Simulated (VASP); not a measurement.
# TiSi16 (a cell with a defect) in VASP: notebook

The runs below take TiSi16 (a cell with a defect) through single point, with PBE.

Everything below comes from runs of VASP 6.6.1. Logs are shortened: lines on timing, memory, paths and dates and some standing lists are left out, and cuts for length are marked.

## 1. The cell of the first run

The cell holds a defect, 17 atoms: a = 7.679 Å, b = 7.679 Å, c = 7.679 Å, α = 60.00°, β = 60.00°, γ = 60.00°.

## 2. Single point, PBE

File INCAR:

```
SYSTEM = TiSi16
ALGO = Normal ; EDIFF = 1E-6
ENCUT = 520 ; GGA = PE
ISIF = 2 ; ISMEAR = -1
LASPH = .TRUE. ; LCHARG = .FALSE.
LREAL = Auto ; LWAVE = .FALSE.
NBANDS = 52 ; NELM = 100
PREC = Accurate ; SIGMA = 0.05
```

File KPOINTS:

```
k-points
0
G
  2 2 2
  0 0 0
```

File POSCAR:

```
TiSi16
1.0
    0.0000000000      5.4300000000      5.4300000000
    5.4300000000      0.0000000000      5.4300000000
    5.4300000000      5.4300000000      0.0000000000
Si Ti
16 1
Direct
    0.1032412523     -0.0267587477     -0.0352302026
    0.1593370166      0.2778821363      0.1055801105
    0.0049815838      0.0620718232      0.4984254144
    0.1670994475      0.1631399632      0.5882780847
   -0.1679465930      0.6575230203      0.0643738490
    0.1392817680      0.5878637201      0.1552302026
   -0.0438121547      0.5328176796      0.5426519337
    0.0902394107      0.6705156538      0.6818600368
    0.4689226519     -0.0449631676     -0.0144106814
    0.6977624309      0.0347421731      0.0406721915
    0.5316850829     -0.0186832413      0.4545580110
    0.6453038674      0.0784162063      0.6122099448
    0.5391988950      0.3920349908      0.0005985267
    0.4213443831      0.6336832413      0.2127255985
    0.5393001842      0.4568692449      0.5086556169
    0.6013720074      0.6082412523      0.6565101289
    0.8073020258      0.2135082873      0.2099539595
```

Potentials or basis: VASP PAW PBE potentials, release 64 (Si, Ti_sv).

Command:

```
cat potpaw_PBE.64/Si/POTCAR potpaw_PBE.64/Ti_sv/POTCAR > POTCAR
mpirun -np 1 vasp_std > vasp.out
```

OUTCAR:

```text
SYSTEM = TiSi16
   EDIFF = 1E-6
   ENCUT = 520
   GGA = PE
   ISIF = 2
   ISMEAR = -1
   LASPH = .TRUE.
   LREAL = Auto
   NELM = 100
   PREC = Accurate

 ion  position               nearest neighbor table
   1  0.103  0.973  0.965-   4 2.41   6 2.50  17 2.67  10 2.69   9 2.82  14 3.12
   2  0.159  0.278  0.106-   6 2.51   3 2.58   9 2.62  17 2.64   5 2.73  13 3.07
   3  0.005  0.062  0.498-   4 2.23  12 2.40   8 2.48   2 2.58  17 2.75
   4  0.167  0.163  0.588-   3 2.23  11 2.34   7 2.40   1 2.41
   5  0.832  0.658  0.064-  10 2.48   6 2.52   8 2.58   9 2.70   2 2.73  14 2.84  15 3.10
   6  0.139  0.588  0.155-   7 2.48   1 2.50   2 2.51   5 2.52  13 2.57  14 2.62
   7  0.956  0.533  0.543-  16 2.25   4 2.40   6 2.48   8 2.58
   8  0.090  0.671  0.682-   3 2.48   7 2.58   5 2.58  15 2.88
   9  0.469  0.955  0.986-  14 2.29  12 2.37  10 2.39   2 2.62   5 2.70   1 2.82
  10  0.698  0.035  0.041-  13 2.30   9 2.39   5 2.48  11 2.66   1 2.69  17 2.88
  11  0.532  0.981  0.455-  12 2.32   4 2.34  16 2.40  10 2.66  17 2.76
  12  0.645  0.078  0.612-  11 2.32   9 2.37  15 2.39   3 2.40  17 2.53
  13  0.539  0.392  0.001-  16 2.26  10 2.30   6 2.57  14 2.60  17 2.64   2 3.07
  14  0.421  0.634  0.213-   9 2.29  15 2.36  13 2.60   6 2.62   5 2.84   1 3.12
  15  0.539  0.457  0.509-  16 2.30  14 2.36  12 2.39   8 2.88  17 2.95   5 3.10
  16  0.601  0.608  0.657-   7 2.25  13 2.26  15 2.30  11 2.40
  17  0.807  0.214  0.210-  12 2.53   2 2.64  13 2.64   1 2.67   3 2.75  11 2.76  10 2.88  15 2.95

  LATTYP: Found a face centered cubic cell.
 ALAT       =    10.8600000000

  Lattice vectors:

 A1 = (   0.0000000000,   5.4300000000,   5.4300000000)
 A2 = (   5.4300000000,   0.0000000000,   5.4300000000)
 A3 = (   5.4300000000,   5.4300000000,   0.0000000000)

Analysis of symmetry for initial positions (statically):
=====================================================================
 Subroutine PRICEL returns:
 Original cell was already a primitive cell.

 Routine SETGRP: Setting up the symmetry group for a
 face centered cubic supercell.

 Subroutine GETGRP returns: Found  1 space group operations
 (whereof  1 operations were pure point group operations)
 out of a pool of 48 trial point group operations.

The static configuration has the point symmetry C_1 .

Analysis of symmetry for dynamics (positions and initial velocities):
=====================================================================
 Subroutine PRICEL returns:
 Original cell was already a primitive cell.

 Routine SETGRP: Setting up the symmetry group for a
 face centered cubic supercell.

 Subroutine GETGRP returns: Found  1 space group operations
 (whereof  1 operations were pure point group operations)
 out of a pool of 48 trial point group operations.
[... 123 lines left out ...]
   TEBEG  =    0.0;   TEEND  =   0.0 temperature during run
   PSTRESS=    0.0 pullay stress
   NELECT =      76.0000    total number of electrons
   NUPDOWN=      -1.0000    fix difference up-down
   EMIN   =  10.00;   EMAX   =-10.00  energy-range for DOS
   EFERMI =   0.00;   METHOD = LEGACY
   ISMEAR =    -1;   SIGMA  =   0.05  broadening in eV -4-tet -1-fermi 0-gaus
   EFERMI_NEDOS =   21; number of points for ismear=-14 and -15
   IALGO  =     38    algorithm
   IMIX   =      4    mixing-type and parameters
     AMIX     =   0.40;   BMIX     =  1.00
     AMIX_MAG =   1.60;   BMIX_MAG =  1.00
  volume/ion in A,a.u.               =      18.84       127.11
  Fermi-wavevector in a.u.,A,eV,Ry     =   1.013607  1.915439 13.978610  1.027399
  Thomas-Fermi vector in A             =   2.146786
   LORBIT       =      0    0 simple, 1 ext, 2 COOP (PROOUT), +10 PAW based schemes
   GGA     = PE    functional components
   LHFCALC =     F    Hartree Fock is set to
   AEXX    =    0.0000 exact exchange contribution
   IVDW    =     0    specifies the selected vdW correction
   LEPSILON=     F    determine dielectric tensor
   LRPA    =     F    only Hartree local field effects (RPA)
 non-spin polarized calculation
  energy-cutoff  :      520.00
  volume of cell :      320.21
 maximum number of plane-waves:      8646
 NGX is ok and might be reduce to    60
   NGX = 29   NGY = 29   NGZ = 29

 number of electron      76.0000000 magnetization

 Free energy of the ion-electron system (eV)
  ---------------------------------------------------
  ext. energy  EPLUGINS =         0.00000000
  ---------------------------------------------------
  free energy    TOTEN  =       -87.73912123 eV

  energy without entropy =      -87.64818113  energy(sigma->0) =      -87.69365118

 E-fermi :   6.6486     XC(G=0):  -9.9083

 val. band max:        6.6344070411   @ k =   0.0000   0.5000   0.0000
 cond. band min:       6.6734956539   @ k =   0.5000   0.5000   0.5000
 fundamental gap:      0.0390886129
 Fermi energy:         6.6486094243

 k-point     1 :       0.0000    0.0000    0.0000
  band No.  band energies     occupation
      1     -50.3895      2.00000
      2     -26.7396      2.00000
      3     -26.6653      2.00000
      4     -26.6099      2.00000
      5      -5.7044      2.00000
      6      -3.4726      2.00000
[... 413 lines left out ...]
     49       9.2756      0.00000
     50       9.6913      0.00000
 [bands above 50 left out]

------------------------ aborting loop because EDIFF is reached ----------------------------------------

  FORCE on cell =-STRESS in cart. coord.  units (eV):
  Direction    XX          YY          ZZ          XY          YZ          ZX
  --------------------------------------------------------------------------------------
  -------------------------------------------------------------------------------------
  Total       -9.3859488      1.1698678     -2.4073894     -0.6963171      2.3759832      0.0642787
  in kB      -46.9633728      5.8535303    -12.0455722     -3.4840804     11.8884288      0.3216238
  external PRESSURE =     -17.7184716 kB  Pullay stress =       0.0000000 kB

 VOLUME and BASIS-vectors are now :
 -----------------------------------------------------------------------------
  energy-cutoff  :      520.00
  volume of cell :      320.21
      direct lattice vectors                 reciprocal lattice vectors
     0.000000000  5.430000000  5.430000000    -0.092081031  0.092081031  0.092081031
     5.430000000  0.000000000  5.430000000     0.092081031 -0.092081031  0.092081031
     5.430000000  5.430000000  0.000000000     0.092081031  0.092081031 -0.092081031

 POSITION                                       TOTAL-FORCE (eV/Angst)
 -----------------------------------------------------------------------------------
     10.52340      5.79930      5.84530         0.527459      0.116396     -0.310992
      2.08220      1.43850      2.37410        -0.639510     -0.055110     -0.636658
      3.04350      2.73350      0.36410        -1.509969     -0.442426     -0.844116
      4.08020      4.10170      1.79320         1.060523      0.544952     -0.011878
      3.91990      4.86760      8.08840        -1.040257      0.109186     -0.103769
      4.03500      1.59920      3.94840         0.732590     -0.031705      0.311012
[... 9 lines left out ...]
      6.86760      6.83030      6.56820        -0.114774     -0.913228      0.461500
      2.29940      5.52370      5.54300         0.285797     -0.415400      0.411824
 -----------------------------------------------------------------------------------
    total drift:                               -0.006434      0.000237     -0.004605

  FREE ENERGIE OF THE ION-ELECTRON SYSTEM (eV)
  ---------------------------------------------------
  free  energy   TOTEN  =       -87.7391212324 eV

  energy  without entropy=      -87.6481811340  energy(sigma->0) =      -87.69365118
```

stdout:

```text
POSCAR found type information on POSCAR SiTi
 POSCAR found :  2 types and      17 ions
 scaLAPACK will be used
 LDA part: xc-table for (Slater+PW92), standard interpolation
 POSCAR, INCAR and KPOINTS ok, starting setup
 FFT: planning ... GRIDC
 FFT: planning ... GRID_SOFT
 FFT: planning ... GRID
 WAVECAR not read
 entering main loop
```

Wall time 4.4 min (1 thread of Intel Xeon Platinum 8259CL at 2.50GHz (Skylake/Cascade Lake), shared host); peak memory 0.5 GiB.

What came out:

```
Free energy            : -87.7391 eV
Pressure               : -1.8 GPa
Largest force          : 2.438 eV/Å
Band gap on the k mesh : zero (band 38 reaches 6.68 eV, above the bottom of band 39 at 6.58 eV)
```

Forces on the atoms (eV/Å):
```
Si   0.527  0.116 -0.311
Si  -0.640 -0.055 -0.637
Si  -1.510 -0.442 -0.844
Si   1.061  0.545 -0.012
Si  -1.040  0.109 -0.104
Si   0.733 -0.032  0.311
Si  -0.665  1.532  1.775
Si  -0.469 -0.445 -0.392
Si   0.911 -0.810  0.281
Si   0.153  1.536  0.059
Si  -0.864 -0.731  0.051
Si   1.121  0.559  0.261
Si   1.656 -0.121  0.047
Si  -1.126  0.295 -0.464
Si  -0.019 -0.727 -0.895
Si  -0.115 -0.913  0.462
Ti   0.286 -0.415  0.412
```

Stress tensor (GPa, compression positive):
```
-4.70 -0.35  0.03
-0.35  0.59  1.19
 0.03  1.19 -1.20
```

Caveat: the k points lie up to 0.50 Å⁻¹ apart.

## 3. Single point, PBE

File INCAR:

```
SYSTEM = TiSi16
  PREC = Accurate
  ENCUT = 520
  EDIFF = 1E-7
  ISMEAR = -1
  SIGMA = 0.05
  LREAL = Auto
  LASPH = .TRUE.
  NELM = 80
  ALGO = Normal
  ISIF = 2
  LWAVE = .FALSE.
  LCHARG = .FALSE.
  GGA = PE
  NBANDS = 52
```

File KPOINTS:

```
regular mesh
0
G
  2 2 2
  0 0 0
```

File POSCAR:

```
TiSi16
1.0
    0.0000000000      5.4300000000      5.4300000000
    5.4300000000      0.0000000000      5.4300000000
    5.4300000000      5.4300000000      0.0000000000
Si Ti
16 1
Direct
    0.0430478821      0.0692909761     -0.0151473297
    0.0757458564      0.3572375691     -0.0286924494
    0.1442633517     -0.0781860037      0.3648342541
    0.1246869245      0.0615561694      0.6408563536
   -0.1754327808      0.7258011050     -0.0076611418
    0.1709023941      0.6598710866      0.0838489871
    0.0708563536      0.4298250460      0.4369521179
    0.0337661142      0.5729558011      0.6604511971
    0.4293646409      0.1554972376     -0.0015745856
    0.6692449355      0.0463904236      0.1737200737
    0.5176611418     -0.0680478821      0.5574033149
    0.7252025783      0.0245395948      0.6940607735
    0.5219889503      0.4379742173     -0.0185819521
    0.4719521179      0.6223941068      0.1925598527
    0.4900552486      0.4338674033      0.5825230203
    0.7125690608      0.5633241252      0.6123480663
    0.7318784530      0.2434806630      0.2948802947
```

Potentials or basis: VASP PAW PBE potentials, release 64 (Si, Ti_sv).

Command:

```
cat potpaw_PBE.64/Si/POTCAR potpaw_PBE.64/Ti_sv/POTCAR > POTCAR
mpirun -np 1 vasp_std > vasp.out
```

Wall time 4.5 min (1 thread of Intel Xeon Platinum 8259CL at 2.50GHz (Skylake/Cascade Lake), shared host); peak memory 0.5 GiB.

The run converged. Its results:

```
Free energy            : -87.3333 eV
Pressure               : -3.1 GPa
Largest force          : 2.549 eV/Å
Band gap on the k mesh : zero (band 38 reaches 6.80 eV, above the bottom of band 39 at 6.77 eV)
```

Forces in eV/Å, atoms in the order of the input:
```
Si  -0.700  0.111 -1.386
Si   0.947  1.690 -0.480
Si  -0.009  0.522 -0.465
Si  -0.678  0.030  0.504
Si   0.382  0.475 -0.318
Si   0.455 -0.739  0.099
Si  -0.389  0.051 -0.093
Si  -0.061 -0.911  2.380
Si  -0.370 -0.633 -0.246
Si  -1.084 -0.153 -0.511
Si   0.176  0.313  0.519
Si   0.231 -1.123 -0.298
Si  -0.392  0.829  0.262
Si   0.789  0.230  0.542
Si   0.219  0.073 -0.061
Si   0.620 -1.104 -0.848
Ti  -0.136  0.339  0.401
```

Stress tensor (GPa, compression positive):
```
-2.59  0.50  1.30
 0.50 -3.04 -1.39
 1.30 -1.39 -3.53
```

Levels at points of the mesh, in eV from the Fermi level:
| k point | band 34 | band 35 | band 36 | band 37 | band 38 | band 39 | band 40 | band 41 | band 42 | band 43 |
| --- | --- | --- | --- | --- | --- | --- | --- | --- | --- | --- |
| (0.00, 0.00, 0.00) | -0.92 | -0.73 | -0.70 | -0.49 | -0.30 | 0.09 | 0.18 | 0.42 | 0.52 | 0.69 |
| (0.50, 0.00, 0.00) | -1.31 | -1.12 | -0.90 | -0.60 | -0.12 | 0.04 | 0.23 | 0.45 | 0.71 | 0.98 |
| (0.00, 0.50, 0.00) | -1.15 | -1.05 | -0.72 | -0.31 | -0.06 | 0.01 | 0.14 | 0.36 | 0.95 | 1.04 |
| (0.00, 0.00, 0.50) | -1.04 | -0.93 | -0.70 | -0.50 | -0.11 | 0.17 | 0.30 | 0.50 | 0.78 | 0.88 |
| (0.50, 0.50, 0.50) | -1.28 | -1.07 | -0.92 | -0.70 | -0.46 | 0.09 | 0.26 | 0.48 | 0.76 | 0.96 |
| (0.50, 0.50, 0.00) | -1.34 | -1.12 | -0.72 | -0.61 | 0.04 | 0.20 | 0.50 | 0.53 | 0.91 | 0.99 |
| (0.00, 0.50, 0.50) | -1.12 | -1.06 | -0.74 | -0.27 | -0.09 | 0.12 | 0.28 | 0.63 | 0.87 | 1.02 |
| (0.50, 0.00, 0.50) | -1.22 | -0.95 | -0.86 | -0.57 | -0.47 | 0.27 | 0.55 | 0.77 | 0.93 | 1.15 |

Caveat: the k points lie up to 0.50 Å⁻¹ apart.

(Part 1 of 2 ends here.)
